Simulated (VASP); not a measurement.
# Si62Sb (a cell with a defect) in VASP: single point with PBE+D3(BJ)

Aim: the single point of Si62Sb (a cell with a defect) with PBE+D3(BJ).

Program: VASP 6.6.1. These are calculated values, not measurements. Logs are shortened: lines on timing, memory, paths and dates and some standing lists are left out, and cuts for length are marked.

**1. The cell of the first run**

The cell holds a defect, 63 atoms: a = 10.860 Å, b = 10.860 Å, c = 10.860 Å, α = 90.00°, β = 90.00°, γ = 90.00°.

**2. Single point, PBE+D3(BJ), collinear spin**

Contents of INCAR:

```
ALGO     = Normal         # electronic algorithm
EDIFF    = 1E-7           # SCF threshold, eV
ENCUT    = 520            # plane-wave cutoff, eV
GGA      = PE             # functional
ISIF     = 2              # what is computed and relaxed
ISMEAR   = 0              # smearing method
ISPIN    = 2              # spin polarisation
IVDW     = 12             # dispersion correction
LASPH    = T              # aspherical terms in the spheres
LCHARG   = T              # write CHGCAR
LELF     = T              # ELF
LORBIT   = 11             # projections on sites
LREAL    = Auto         
LVHAR    = T            
LWAVE    = F              # write WAVECAR
MAGMOM   = 0 0 0 0 0 0 0 0 0 0 0 0 0 0 0 0 0 0 0 0 0 0 0 0 0 0 0 0 0 0 0 0 0 0 0 0 0 0 0 0 0 0 0 0 0 0 0 0 0 0 0 0 0 0 0 0 0 0 0 0 0 0 1 # initial moments
NBANDS   = 168            # bands
NELECT   = 255.0        
NELM     = 150            # most SCF steps
PREC     = Accurate       # precision mode
SIGMA    = 0.02           # smearing width, eV
```

Contents of KPOINTS:

```
k-points
0
Gamma
  1 1 1
```

Contents of POSCAR:

```
Si62Sb
1.0
   10.8600000000      0.0000000000      0.0000000000
    0.0000000000     10.8600000000      0.0000000000
    0.0000000000      0.0000000000     10.8600000000
Si Sb
62 1
Direct
    0.5000354527      0.0000354527      0.0011079785
    0.6264419536      0.1264419536      0.1245622991
    0.7537631846      0.2537631846      0.0047248424
    0.7506008773      0.0001082466      0.2493991227
    0.8754377009      0.1264419536      0.3735580464
   -0.0001209205      0.0003540440      0.0001209205
    0.1231296630      0.1272001072      0.1248367518
    0.2516097563      0.2494418691      0.0003411384
    0.3756084034      0.3754312435      0.1245687565
    0.5003540440      0.4998790795      0.0001209205
    0.6272001072      0.6231296630      0.1248367518
    0.7494418691      0.7516097563      0.0003411384
    0.8754312435      0.8756084034      0.1245687565
    0.2496020773      0.0004894216      0.2488003308
    0.3748434863      0.1255753177      0.3744246823
    0.5001082466      0.2506008773      0.2493991227
    0.6264419536      0.3754377009      0.3735580464
    0.7537631846      0.4952751576      0.2462368154
    0.8751632482      0.6231296630      0.3727998928
    0.4997905352     -0.0002094648      0.5002094648
    0.6255753177      0.1255753177      0.6251565137
    0.7506008773      0.2506008773      0.4998917534
    0.8754312435      0.3754312435      0.6243915966
    0.7511996692      0.0004894216      0.7503979227
    0.8751632482      0.1272001072      0.8768703370
    0.1292746060      0.6292746060      0.1301863139
    0.2509006403      0.7509006403     -0.0003467938
    0.3755189214      0.8755189214      0.1245619910
   -0.0047248424      0.2537631846      0.2462368154
    0.1231296630      0.3751632482      0.3727998928
    0.2516097563      0.4996588616      0.2505581309
    0.3763744164      0.6250201836      0.3750509391
    0.5004894216      0.7496020773      0.2488003308
    0.6255753177      0.8748434863      0.3744246823
   -0.0011079785      0.0000354527      0.4999645473
    0.1250201836      0.1249490609      0.6236255836
    0.2496020773      0.2511996692      0.4995105784
    0.3755189214      0.3754380090      0.6244810786
    0.5000354527      0.4988920215      0.4999645473
    0.6249490609      0.6250201836      0.6236255836
    0.7511996692      0.7496020773      0.4995105784
    0.8754380090      0.8755189214      0.6244810786
    0.2505974168      0.0000047792      0.7494025832
    0.3763744164      0.1249490609      0.8749798164
    0.5004894216      0.2511996692      0.7503979227
    0.6272001072      0.3751632482      0.8768703370
    0.7494418691      0.4996588616      0.7483902437
    0.8698136861      0.6292746060      0.8707253940
   -0.0003411384      0.7516097563      0.2505581309
    0.1250201836      0.8763744164      0.3750509391
   -0.0001209205      0.4998790795      0.4996459560
    0.1252128848      0.6252128848      0.6245417539
    0.2505974168      0.7505974168      0.4999952208
    0.3753342903      0.8753342903      0.6246657097
   -0.0003411384      0.2494418691      0.7483902437
    0.1292746060      0.3698136861      0.8707253940
    0.2509006403      0.5003467938      0.7490993597
    0.3754582461      0.6252128848      0.8747871152
    0.5000047792      0.7505974168      0.7494025832
    0.6249490609      0.8763744164      0.8749798164
    0.0003467938      0.7509006403      0.7490993597
    0.1252128848      0.8754582461      0.8747871152
    0.9741547748      0.4741547748      0.0258452252
```

Potentials or basis: VASP PAW PBE potentials, release 64 (Si, Sb).

The run is started by

```
$ cat potpaw_PBE.64/Si/POTCAR potpaw_PBE.64/Sb/POTCAR > POTCAR
$ mpirun -np 1 vasp_gam > vasp.out
```

OUTCAR:

```text
EDIFF = 1E-7
   ENCUT = 520
   GGA = PE
   ISIF = 2
   ISMEAR = 0
   ISPIN = 2
   IVDW = 12
   LASPH = T
   LORBIT = 11
   LREAL = Auto
   NELECT = 255.0
   NELM = 150
   PREC = Accurate
 IVDW          = 12

 ion  position               nearest neighbor table
   1  0.500  0.000  0.001-  28 2.34  44 2.35  60 2.35   2 2.36
   2  0.626  0.126  0.125-   3 2.35   4 2.35  16 2.35   1 2.36
   3  0.754  0.254  0.005-   2 2.35  25 2.36  46 2.36  63 3.39
   4  0.751  0.000  0.249-  13 2.35  34 2.35   2 2.35   5 2.35
   5  0.875  0.126  0.374-  29 2.35  22 2.35   4 2.35  35 2.36
   6  1.000  0.000  0.000-  13 2.34   7 2.35  25 2.35  62 2.35
[... 54 lines left out ...]
  61  0.000  0.751  0.749-  48 2.34  42 2.35  52 2.35  62 2.35
  62  0.125  0.875  0.875-  27 2.35  61 2.35  43 2.35   6 2.35
  63  0.974  0.474  0.026-  26 2.64  48 2.64  56 2.64  29 3.39  18 3.39   3 3.39

  LATTYP: Found a simple cubic cell.
 ALAT       =    10.8600000000

  Lattice vectors:

 A1 = (  10.8600000000,   0.0000000000,   0.0000000000)
 A2 = (   0.0000000000,  10.8600000000,   0.0000000000)
 A3 = (   0.0000000000,   0.0000000000,  10.8600000000)

Analysis of symmetry for initial positions (statically):
=====================================================================
 Subroutine PRICEL returns:
 Original cell was already a primitive cell.

 Routine SETGRP: Setting up the symmetry group for a
 simple cubic supercell.

 Subroutine GETGRP returns: Found  6 space group operations
 (whereof  2 operations were pure point group operations)
 out of a pool of 48 trial point group operations.

The static configuration has the point symmetry C_1h.
 The point group associated with its full space group is C_3v.

Analysis of symmetry for dynamics (positions and initial velocities):
=====================================================================
 Subroutine PRICEL returns:
 Original cell was already a primitive cell.

 Routine SETGRP: Setting up the symmetry group for a
 simple cubic supercell.

 Subroutine GETGRP returns: Found  6 space group operations
 (whereof  2 operations were pure point group operations)
 out of a pool of 48 trial point group operations.

The dynamic configuration has the point symmetry C_1h.
 The point group associated with its full space group is C_3v.

Analysis of structural, dynamic, and magnetic symmetry:
=====================================================================
 Subroutine PRICEL returns:
 Original cell was already a primitive cell.

 Routine SETGRP: Setting up the symmetry group for a
 simple cubic supercell.

 Subroutine GETGRP returns: Found  6 space group operations
 (whereof  2 operations were pure point group operations)
 out of a pool of 48 trial point group operations.

The overall configuration has the point symmetry C_1h.
 The point group associated with its full space group is C_3v.

 Subroutine INISYM returns: Found  6 space group operations
 (whereof  2 operations are pure point group operations),
 and found     1 'primitive' translations

----------------------------------------------------------------------------------------

                                     Primitive cell

  volume of cell :    1280.8241

  direct lattice vectors                    reciprocal lattice vectors
    10.860000000  0.000000000  0.000000000     0.092081031  0.000000000  0.000000000
     0.000000000 10.860000000  0.000000000     0.000000000  0.092081031  0.000000000
[... 184 lines left out ...]
   LREAL  =      T    real-space projection
   EDIFFG = 0.1E-05   stopping-criterion for IOM
   NSW    =      0    number of steps for IOM
   IBRION =     -1    ionic relax: 0-MD 1-quasi-New 2-CG
   NFREE  =      0    steps in history (QN), initial steepest desc. (CG)
   ISIF   =      2    stress and relaxation
   ISYM   =      2    0-nonsym 1-usesym 2-fastsym
   POTIM  = 0.5000    time-step for ionic-motion
   TEBEG  =    0.0;   TEEND  =   0.0 temperature during run
   PSTRESS=    0.0 pullay stress
   NELECT =     255.0000    total number of electrons
   NUPDOWN=      -1.0000    fix difference up-down
   EMIN   =  10.00;   EMAX   =-10.00  energy-range for DOS
   EFERMI =   0.00;   METHOD = LEGACY
   ISMEAR =     0;   SIGMA  =   0.02  broadening in eV -4-tet -1-fermi 0-gaus
   EFERMI_NEDOS =   21; number of points for ismear=-14 and -15
   IALGO  =     38    algorithm
   IMIX   =      4    mixing-type and parameters
     AMIX     =   0.40;   BMIX     =  1.00
     AMIX_MAG =   1.60;   BMIX_MAG =  1.00
  volume/ion in A,a.u.               =      20.33       137.20
  Fermi-wavevector in a.u.,A,eV,Ry     =   0.955928  1.806441 12.432975  0.913798
  Thomas-Fermi vector in A             =   2.084810
   LORBIT       =     11    0 simple, 1 ext, 2 COOP (PROOUT), +10 PAW based schemes
   GGA     = PE    functional components
   LHFCALC =     F    Hartree Fock is set to
   AEXX    =    0.0000 exact exchange contribution
   IVDW    =    12    specifies the selected vdW correction
   LEPSILON=     F    determine dielectric tensor
   LRPA    =     F    only Hartree local field effects (RPA)
 spin polarized calculation
 Gauss-broadening in eV      SIGMA  =   0.02
  energy-cutoff  :      520.00
  volume of cell :     1280.82
 maximum number of plane-waves:     17229
 NGX is ok and might be reduce to    84
   NGX = 41   NGY = 41   NGZ = 41

 number of electron     254.9999981 magnetization       2.9999852

 Free energy of the ion-electron system (eV)
  ---------------------------------------------------
  ext. energy  EPLUGINS =         0.00000000
  ---------------------------------------------------
  free energy    TOTEN  =      -318.13242060 eV

  energy without entropy =     -318.12113681  energy(sigma->0) =     -318.12677870

 E-fermi :   6.3980     XC(G=0):  -9.4068

 val. band max:        6.3980017163   @ k =   0.0000   0.0000   0.0000
 cond. band min:       6.4908158496   @ k =   0.0000   0.0000   0.0000
 fundamental gap:      0.0928141333
 Fermi energy:         6.3980017163

 spin component 1

 k-point     1 :       0.0000    0.0000    0.0000
  band No.  band energies     occupation
      1      -6.1890      1.00000
      2      -5.1483      1.00000
      3      -5.1419      1.00000
      4      -5.1419      1.00000
      5      -5.0996      1.00000
      6      -5.0996      1.00000
[... 131 lines left out ...]
    138       6.9518      0.00000
    139       6.9518      0.00000
 Fermi energy:         6.3980017163

 spin component 2

 k-point     1 :       0.0000    0.0000    0.0000
  band No.  band energies     occupation
      1      -6.1493      1.00000
      2      -5.1165      1.00000
      3      -5.1015      1.00000
      4      -5.1015      1.00000
      5      -5.0615      1.00000
      6      -5.0615      1.00000
[... 131 lines left out ...]
    138       7.0273      0.00000
    139       7.0273      0.00000
 [bands above 139 left out]

------------------------ aborting loop because EDIFF is reached ----------------------------------------

 Edisp (eV)  -20.12266

 E6    (eV) :   -11.7550

 E8    (eV) :    -8.3677

  FORCE on cell =-STRESS in cart. coord.  units (eV):
  Direction    XX          YY          ZZ          XY          YZ          ZX
  --------------------------------------------------------------------------------------
  -------------------------------------------------------------------------------------
  Total      19.03217    19.03217    19.03217     0.89425    -0.89425    -0.89425
  in kB      23.80726    23.80726    23.80726     1.11862    -1.11862    -1.11862
  external pressure =       23.81 kB  Pullay stress =        0.00 kB

 VOLUME and BASIS-vectors are now :
 -----------------------------------------------------------------------------
  energy-cutoff  :      520.00
  volume of cell :     1280.82
      direct lattice vectors                 reciprocal lattice vectors
    10.860000000  0.000000000  0.000000000     0.092081031  0.000000000  0.000000000
     0.000000000 10.860000000  0.000000000     0.000000000  0.092081031  0.000000000
     0.000000000  0.000000000 10.860000000     0.000000000  0.000000000  0.092081031

 POSITION                                       TOTAL-FORCE (eV/Angst)
 -----------------------------------------------------------------------------------
      5.43039      0.00039      0.01203        -0.002048     -0.002048      0.001630
      6.80316      1.37316      1.35275        -0.001367     -0.001367      0.004920
      8.18587      2.75587      0.05131        -0.004007     -0.004007     -0.017198
      8.15153      0.00118      2.70847         0.003452      0.002953     -0.003452
      9.50725      1.37316      4.05684        -0.004920     -0.001367      0.001367
     10.85869      0.00384      0.00131         0.001485      0.004342     -0.001485
[... 55 lines left out ...]
      1.35981      9.50748      9.50019         0.000038     -0.004339     -0.000038
     10.57932      5.14932      0.28068        -0.035955     -0.035955      0.035955
 -----------------------------------------------------------------------------------
    total drift:                                0.000965      0.000965     -0.000964

  FREE ENERGIE OF THE ION-ELECTRON SYSTEM (eV)
  ---------------------------------------------------
  free  energy   TOTEN  =      -338.2550758350 eV

  energy  without entropy=     -338.2437920434  energy(sigma->0) =     -338.24943394

 total charge

# of ion       s       p       d       tot
------------------------------------------
    1        0.743   0.960   0.000   1.703
    2        0.742   0.957   0.000   1.699
    3        0.785   0.874   0.000   1.659
    4        0.740   0.964   0.000   1.704
    5        0.742   0.957   0.000   1.699
    6        0.741   0.964   0.000   1.705
[... 55 lines left out ...]
   62        0.742   0.963   0.000   1.705
   63        1.228   1.205   0.039   2.473
--------------------------------------------------
tot         47.380  60.416   0.039 107.836

 magnetization (x)

# of ion       s       p       d       tot
------------------------------------------
    1        0.001   0.009   0.000   0.010
    2        0.003   0.003   0.000   0.007
    3        0.036   0.094   0.000   0.130
    4        0.002   0.003   0.000   0.005
    5        0.003   0.003   0.000   0.007
    6       -0.002   0.002   0.000   0.000
[... 55 lines left out ...]
   62        0.004   0.002   0.000   0.006
   63       -0.001   0.010   0.007   0.017
--------------------------------------------------
tot          0.236   0.642   0.007   0.885
```

Run time: 30 min. Hardware: 1 thread of Intel Xeon 8259CL, shared host; peak memory 1.4 GiB.

Results:

- Free energy: -338.2551 eV
- Largest force: 0.062 eV/Å
- Net moment: 3.00 μB per cell
- Site moments: Si +0.01, +0.13, +0.00, +0.02, -0.00 (each value once); Sb +0.02 μB
- Valence electrons inside the program's atomic spheres: Si 1.70, 1.66, 1.71 (each value once); Sb 2.47
- Dispersion energy per atom: -0.319 eV

Forces on the atoms (eV/Å):
```
Si  -0.002 -0.002  0.002
Si  -0.001 -0.001  0.005
Si  -0.004 -0.004 -0.017
Si   0.003  0.003 -0.003
Si  -0.005 -0.001  0.001
Si   0.001  0.004 -0.001
Si   0.005  0.000 -0.003
Si  -0.001 -0.001 -0.001
Si  -0.003 -0.001  0.001
Si   0.004  0.001 -0.001
Si   0.000  0.005 -0.003
Si  -0.001 -0.001 -0.001
Si  -0.001 -0.003  0.001
Si   0.003  0.000  0.004
Si   0.000  0.001 -0.001
Si   0.003  0.003 -0.003
Si  -0.001 -0.005  0.001
Si  -0.004  0.017  0.004
Si   0.003  0.005  0.000
Si   0.000  0.000  0.000
Si   0.001  0.001  0.000
Si   0.003  0.003 -0.003
Si  -0.001 -0.001  0.003
Si  -0.004  0.000 -0.003
Si   0.003  0.000 -0.005
Si   0.018  0.018  0.021
Si  -0.002 -0.002 -0.004
Si  -0.008 -0.008  0.000
Si   0.017 -0.004  0.004
Si   0.005  0.003  0.000
Si  -0.001  0.001  0.001
Si   0.004  0.003  0.000
Si   0.000  0.003  0.004
Si   0.001  0.000 -0.001
Si  -0.002 -0.002  0.002
Si   0.003  0.000 -0.004
Si   0.003 -0.004  0.000
Si  -0.008  0.000  0.008
Si  -0.002 -0.002  0.002
Si   0.000  0.003 -0.004
Si  -0.004  0.003  0.000
Si   0.000 -0.008  0.008
Si   0.004  0.001 -0.004
Si   0.004  0.000 -0.003
Si   0.000 -0.004 -0.003
Si   0.000  0.003 -0.005
Si  -0.001  0.001  0.001
Si  -0.021  0.018 -0.018
Si   0.001 -0.001  0.001
Si   0.003  0.004  0.000
Si   0.001  0.001 -0.004
Si   0.000  0.000  0.004
Si   0.004  0.004 -0.001
Si  -0.004 -0.004  0.004
Si   0.001 -0.001  0.001
Si   0.018 -0.021 -0.018
Si  -0.002  0.004  0.002
Si  -0.004  0.000  0.000
Si   0.001  0.004 -0.004
Si   0.000  0.004 -0.003
Si   0.004 -0.002  0.002
Si   0.000 -0.004  0.000
Sb  -0.036 -0.036  0.036
```

Caveat: the k points lie up to 0.58 Å⁻¹ apart; the cell carries a net charge on a neutralising background, which shifts energy and pressure; the cell is charged against a uniform background, so pressure and absolute levels hang on convention; spin-orbit coupling is left out, which moves the levels of the heavy elements.
